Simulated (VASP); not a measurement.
# Sn (Im-3m) in VASP: a series of runs

Sn is run at these levels: PBEsol; tasks: single point, relaxation of cell and atoms.

All numbers are computed with VASP 6.6.1; they aren't measurements. Logs are shortened: lines on timing, memory, paths and dates and some standing lists are left out, and cuts for length are marked.

## (1) The cell of the first run

The structure is cubic, space group Im-3m (No. 229). Conventional cell: a = 2.990 Å, b = 2.990 Å, c = 2.990 Å, α = 90.00°, β = 90.00°, γ = 90.00°. Within 3.4 Å of Sn (site symmetry m-3m) lie 14 Sn at 2.59 to 2.99 Å.

## (2) Single point, PBEsol

Contents of INCAR:

```
ALGO = Normal
EDIFF = 1E-6
ENCUT = 500
GGA = PS
GGA_COMPAT = False
ISIF = 2
ISMEAR = 0
LASPH = True
LCHARG = False
LREAL = False
LWAVE = False
NBANDS = 13
NELM = 120
PREC = Accurate
SIGMA = 0.1
```

Contents of KPOINTS:

```
k-points
0
Gamma
  16 16 16
```

Contents of POSCAR:

```
Sn
1.0
   -1.4948950928      1.4948950928      1.4948950928
    1.4948950928     -1.4948950928      1.4948950928
    1.4948950928      1.4948950928     -1.4948950928
Sn
1
Direct
    0.0000000000      0.0000000000      0.0000000000
```

Potentials or basis: VASP PAW PBE potentials, release 64 (Sn_d).

The run is started by

```console
$ cat potpaw_PBE.64/Sn_d/POTCAR > POTCAR
$ mpirun -np 1 vasp_std > vasp.out
```

OUTCAR:

```text
EDIFF = 1E-6
   ENCUT = 500
   GGA = PS
   ISIF = 2
   ISMEAR = 0
   LASPH = True
   LREAL = False
   NELM = 120
   PREC = Accurate

 ion  position               nearest neighbor table
   1  0.000  0.000  0.000-

  LATTYP: Found a body centered cubic cell.
 ALAT       =     2.9897901856

  Lattice vectors:

 A1 = (  -1.4948950928,   1.4948950928,   1.4948950928)
 A2 = (   1.4948950928,  -1.4948950928,   1.4948950928)
 A3 = (   1.4948950928,   1.4948950928,  -1.4948950928)

Analysis of symmetry for initial positions (statically):
=====================================================================
 Subroutine PRICEL returns:
 Original cell was already a primitive cell.

 Routine SETGRP: Setting up the symmetry group for a
 body centered cubic supercell.

 Subroutine GETGRP returns: Found 48 space group operations
 (whereof 48 operations were pure point group operations)
 out of a pool of 48 trial point group operations.

The static configuration has the point symmetry O_h .

Analysis of symmetry for dynamics (positions and initial velocities):
=====================================================================
 Subroutine PRICEL returns:
 Original cell was already a primitive cell.

 Routine SETGRP: Setting up the symmetry group for a
 body centered cubic supercell.

 Subroutine GETGRP returns: Found 48 space group operations
 (whereof 48 operations were pure point group operations)
 out of a pool of 48 trial point group operations.

The dynamic configuration has the point symmetry O_h .

 Subroutine INISYM returns: Found 48 space group operations
 (whereof 48 operations are pure point group operations),
 and found     1 'primitive' translations

----------------------------------------------------------------------------------------

                                     Primitive cell

  volume of cell :      13.3626

  direct lattice vectors                    reciprocal lattice vectors
    -1.494895093  1.494895093  1.494895093     0.000000000  0.334471631  0.334471631
     1.494895093 -1.494895093  1.494895093     0.334471631  0.000000000  0.334471631
     1.494895093  1.494895093 -1.494895093     0.334471631  0.334471631  0.000000000

  length of vectors
     2.589234253  2.589234253  2.589234253     0.473014317  0.473014317  0.473014317

  position of ions in fractional coordinates (direct lattice)
     0.000000000  0.000000000  0.000000000

  ion indices of the primitive-cell ions
   primitive index   ion index
                 1           1

----------------------------------------------------------------------------------------

 KPOINTS: k-points

Automatic generation of k-mesh.
 Grid dimensions read from file:
 generate k-points for:   16   16   16

 Generating k-lattice:

  Cartesian coordinates                     Fractional coordinates (reciprocal lattice)
     0.000000000  0.020904477  0.020904477     0.062500000  0.000000000  0.000000000
     0.020904477  0.000000000  0.020904477     0.000000000  0.062500000  0.000000000
     0.020904477  0.020904477  0.000000000     0.000000000  0.000000000  0.062500000

  Length of vectors
     0.029563395  0.029563395  0.029563395

  Shift w.r.t. Gamma in fractional coordinates (k-lattice)
     0.000000000  0.000000000  0.000000000

 Subroutine IBZKPT returns following result:
 ===========================================

 Found    145 irreducible k-points:

 Following reciprocal coordinates:
            Coordinates               Weight
  0.000000  0.000000  0.000000      1.000000
  0.062500  0.000000  0.000000     12.000000
  0.125000  0.000000  0.000000     12.000000
  0.187500  0.000000  0.000000     12.000000
  0.250000  0.000000  0.000000     12.000000
  0.312500  0.000000  0.000000     12.000000
[... 16 lines left out ...]
  0.187500  0.187500  0.000000     24.000000
  0.250000  0.187500  0.000000     48.000000
 [... further k-points ...]
   k-points           NKPTS =    145   k-points in BZ     NKDIM =    145   number of bands    NBANDS=     13
   number of dos      NEDOS =    301   number of ions     NIONS =      1
   total plane-waves  NPLWV =   8000
   dimension x,y,z NGX =    20 NGY =   20 NGZ =   20
   dimension x,y,z NGXF=    40 NGYF=   40 NGZF=   40
   ions per type =               1
   NGX,Y,Z   is equivalent  to a cutoff of  12.84, 12.84, 12.84 a.u.
   NGXF,Y,Z  is equivalent  to a cutoff of  25.68, 25.68, 25.68 a.u.
 SYSTEM =  unknown system
   PREC   = accura    normal or accurate (medium, high low for compatibility)
   ISTART =      0    job   : 0-new  1-cont  2-samecut
   ICHARG =      2    charge: 1-file 2-atom 10-const
   ISPIN  =      1    spin polarized calculation?
   LNONCOLLINEAR =      F non collinear calculations
   LSORBIT =      F    spin-orbit coupling
   LASPH  =      T    aspherical Exc in radial PAW
   ENCUT  =  500.0 eV  36.75 Ry    6.06 a.u.   4.72  4.72  4.72*2*pi/ulx,y,z
   NELM   =    120;   NELMIN=  2; NELMDL= -5     # of ELM steps
   EDIFF  = 0.1E-05   stopping-criterion for ELM
   LREAL  =      F    real-space projection
   EDIFFG = 0.1E-04   stopping-criterion for IOM
   NSW    =      0    number of steps for IOM
   IBRION =     -1    ionic relax: 0-MD 1-quasi-New 2-CG
   NFREE  =      0    steps in history (QN), initial steepest desc. (CG)
   ISIF   =      2    stress and relaxation
   ISYM   =      2    0-nonsym 1-usesym 2-fastsym
   POTIM  = 0.5000    time-step for ionic-motion
   TEBEG  =    0.0;   TEEND  =   0.0 temperature during run
   PSTRESS=    0.0 pullay stress
   NELECT =      14.0000    total number of electrons
   NUPDOWN=      -1.0000    fix difference up-down
   EMIN   =  10.00;   EMAX   =-10.00  energy-range for DOS
   EFERMI =   0.00;   METHOD = LEGACY
   ISMEAR =     0;   SIGMA  =   0.10  broadening in eV -4-tet -1-fermi 0-gaus
   EFERMI_NEDOS =   21; number of points for ismear=-14 and -15
   IALGO  =     38    algorithm
   IMIX   =      4    mixing-type and parameters
     AMIX     =   0.40;   BMIX     =  1.00
     AMIX_MAG =   1.60;   BMIX_MAG =  1.00
  volume/ion in A,a.u.               =      13.36        90.18
  Fermi-wavevector in a.u.,A,eV,Ry     =   1.662724  3.142092 37.615356  2.764651
  Thomas-Fermi vector in A             =   2.749565
   LORBIT       =      0    0 simple, 1 ext, 2 COOP (PROOUT), +10 PAW based schemes
   GGA     = PS    functional components
   LHFCALC =     F    Hartree Fock is set to
   AEXX    =    0.0000 exact exchange contribution
   IVDW    =     0    specifies the selected vdW correction
   LEPSILON=     F    determine dielectric tensor
   LRPA    =     F    only Hartree local field effects (RPA)
 non-spin polarized calculation
 Gauss-broadening in eV      SIGMA  =   0.10
  energy-cutoff  :      500.00
  volume of cell :       13.36
 maximum number of plane-waves:       370
   NGX =  9   NGY =  9   NGZ =  9

 number of electron      13.9999994 magnetization

 Free energy of the ion-electron system (eV)
  ---------------------------------------------------
  ext. energy  EPLUGINS =         0.00000000
  ---------------------------------------------------
  free energy    TOTEN  =        -0.26166255 eV

  energy without entropy =       -0.25948479  energy(sigma->0) =       -0.26057367

 E-fermi :  20.4098     XC(G=0): -14.3259

 val. band max:       20.3558951754   @ k =   0.5000   0.5000   0.3125
 cond. band min:      20.4158191856   @ k =   0.3125   0.0000   0.0000
 fundamental gap:      0.0599240102
 Fermi energy:        20.4097956074

 k-point     1 :       0.0000    0.0000    0.0000
  band No.  band energies     occupation
      1      -2.9127      2.00000
      2      -2.9127      2.00000
      3      -2.9127      2.00000
      4      -1.9749      2.00000
      5      -1.9749      2.00000
      6       1.6987      2.00000
      7      32.6072      0.00000
      8      32.6072      0.00000
      9      32.6072      0.00000
     10      37.5560      0.00000
     11      37.5560      0.00000
     12      37.5560      0.00000
     13      39.3971      0.00000

 k-point     2 :       0.0625    0.0000    0.0000
  band No.  band energies     occupation
      1      -2.9294      2.00000
      2      -2.9026      2.00000
      3      -2.8592      2.00000
      4      -1.9930      2.00000
      5      -1.9748      2.00000
      6       1.8491      2.00000
      7      31.9334      0.00000
      8      32.5025      0.00000
      9      32.5856      0.00000
     10      36.0645      0.00000
     11      36.3776      0.00000
     12      36.4927      0.00000
     13      39.9241      0.00000

 k-point     3 :       0.1250    0.0000    0.0000
  band No.  band energies     occupation
      1      -2.9766      2.00000
      2      -2.8837      2.00000
      3      -2.7046      2.00000
      4      -2.0399      2.00000
      5      -1.9741      2.00000
      6       2.3084      2.00000
      7      29.7728      0.00000
      8      31.9108      0.00000
      9      32.5288      0.00000
     10      34.3867      0.00000
     11      34.7878      0.00000
     12      35.7930      0.00000
     13      40.4624      0.00000
[... 305 lines left out ...]
 k-point    23 :       0.1875    0.1875    0.0000
  band No.  band energies     occupation
      1      -3.1410      2.00000
      2      -2.8959      2.00000
      3      -2.1540      2.00000
      4      -2.1129      2.00000
      5      -1.8967      2.00000
      6       6.0050      2.00000
      7      22.5916      0.00000
      8      22.9183      0.00000
      9      28.5017      0.00000
     10      33.5843      0.00000
     11      36.5646      0.00000
     12      39.4585      0.00000
     13      42.0838      0.00000

 k-point    24 :       0.2500    0.1875    0.0000
  band No.  band energies     occupation
      1      -3.1885      2.00000
      2      -2.8973      2.00000
      3      -2.1292      2.00000
      4      -2.1043      2.00000
      5      -1.7883      2.00000
      6       7.6146      2.00000
      7      19.7146      2.00000
      8      21.8736      0.00000
      9      27.6797      0.00000
     10      33.7764      0.00000
     11      36.9753      0.00000
     12      40.1634      0.00000
     13      43.3550      0.00000

 [... further k-points ...]
[... 5 lines left out ...]
  --------------------------------------------------------------------------------------
  -------------------------------------------------------------------------------------
  Total       15.8874867     15.8874867     15.8874867      0.0000000      0.0000000      0.0000000
  in kB     1904.9064041   1904.9064041   1904.9064041      0.0000000      0.0000000      0.0000000
  external PRESSURE =    1904.9064041 kB  Pullay stress =       0.0000000 kB

 VOLUME and BASIS-vectors are now :
 -----------------------------------------------------------------------------
  energy-cutoff  :      500.00
  volume of cell :       13.36
      direct lattice vectors                 reciprocal lattice vectors
    -1.494895093  1.494895093  1.494895093     0.000000000  0.334471631  0.334471631
     1.494895093 -1.494895093  1.494895093     0.334471631  0.000000000  0.334471631
     1.494895093  1.494895093 -1.494895093     0.334471631  0.334471631  0.000000000

 POSITION                                       TOTAL-FORCE (eV/Angst)
 -----------------------------------------------------------------------------------
      0.00000      0.00000      0.00000         0.000000      0.000000      0.000000
 -----------------------------------------------------------------------------------
    total drift:                                0.000000     -0.000000      0.000000

  FREE ENERGIE OF THE ION-ELECTRON SYSTEM (eV)
  ---------------------------------------------------
  free  energy   TOTEN  =        -0.2616625542 eV

  energy  without entropy=       -0.2594847906  energy(sigma->0) =       -0.26057367
```

Run time: 8.1 s. Hardware: 1 thread of Intel Xeon 6975P-C (Granite Rapids), shared host; peak memory 0.14 GiB.

What came out:

```
Free energy            : -0.2617 eV
Pressure               : 190.5 GPa
Band gap on the k mesh : zero (band 7 reaches 32.61 eV, above the bottom of band 8 at 15.38 eV)
```

Levels at points of the mesh, in eV from the Fermi level:
| k point | band 3 | band 4 | band 5 | band 6 | band 7 | band 8 | band 9 | band 10 | band 11 | band 12 |
| --- | --- | --- | --- | --- | --- | --- | --- | --- | --- | --- |
| (0.00, 0.00, 0.00) | -23.32 | -22.38 | -22.38 | -18.71 | 12.20 | 12.20 | 12.20 | 17.15 | 17.15 | 17.15 |
| (0.50, 0.00, 0.00) | -22.43 | -22.37 | -21.77 | -9.56 | -7.46 | 6.42 | 6.50 | 11.82 | 13.82 | 19.19 |
| (0.50, 0.50, 0.50) | -21.93 | -21.93 | -21.93 | -1.90 | -1.90 | -1.90 | 3.65 | 4.05 | 4.05 | 21.12 |

Caveat: the PAW data sets were made with another functional, which shifts forces and pressure a little; spin-orbit coupling is left out, which moves the levels of the heavy elements.

(Continued in part 2 of 2.)
